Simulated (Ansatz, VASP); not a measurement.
Two plane-wave programs on Cu

```
Cu
1.0
    -1.42740    1.42740    1.34108
     1.42740   -1.42740    1.34108
     1.42740    1.42740   -1.34108
Cu
1
Direct
  0.00000 0.00000 0.00000
```

Alike in both runs: task single point; functional LDA; k mesh 22 × 22 × 22; occupations gaussian, width 0.15 eV; no spin polarisation.

```csv
,VASP,Ansatz
version,VASP 6.6.1,Ansatz 0.2.0
potentials or method,"VASP PAW LDA potentials, release 64 (Cu), cutoff 520 eV","scalar-relativistic, plane waves, PAW"
valence electrons in the cell,11,19
```

|  | VASP | Ansatz | Ansatz less VASP |
| --- | --- | --- | --- |
| gap on the k mesh at the Fermi level (eV) | none | none | - |
| pressure (GPa) | 0.9 | 0.0 | -0.93 |
| traceless stress, the component that is largest in VASP (GPa) | 0.09 | 0.09 | -0.004 |

Ansatz warns that its potentials were made for another functional, while VASP's fit it. LDA's correlation is that of Perdew and Zunger in VASP and of Perdew and Wang (1992) in Ansatz. A gap of «none» marks a metal or a gap that the smearing closes. VASP's potentials hold 11 valence electrons a cell and Ansatz's 19, so a difference there can come from the potentials and not from the codes.
